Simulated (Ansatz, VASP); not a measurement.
**Two plane-wave programs on AgO**

```
CELL_PARAMETERS angstrom
0.00000 2.52320 2.52320
2.52320 0.00000 2.52320
2.52320 2.52320 0.00000
ATOMIC_POSITIONS crystal
Ag 0.00000 0.00000 0.00000
O 0.75000 0.75000 0.75000
```

Alike in both runs: task single point; functional PBEsol; k mesh 14 × 14 × 14; occupations gaussian, width 0.1 eV; no spin polarisation.

|  | VASP | Ansatz |
| --- | --- | --- |
| version | VASP 6.6.1 | Ansatz 0.2.0 |
| potentials or method | VASP PAW PBE potentials, release 64 (Ag, O), cutoff 520 eV | scalar-relativistic, plane waves, PAW |
| valence electrons in the cell | 17 | 25 |

|  | VASP | Ansatz | Ansatz less VASP |
| --- | --- | --- | --- |
| gap on the k mesh at the Fermi level (eV) | none | none | - |
| pressure (GPa) | -5.6 | -5.4 | +0.16 |

VASP's potentials were made for PBE, not for PBEsol. A gap of «none» marks a metal or a gap that the smearing closes. The functional is the same, so the differences come from potentials, cutoffs and numerics. VASP's potentials hold 17 valence electrons a cell and Ansatz's 25, so a difference there can come from the potentials and not from the codes.
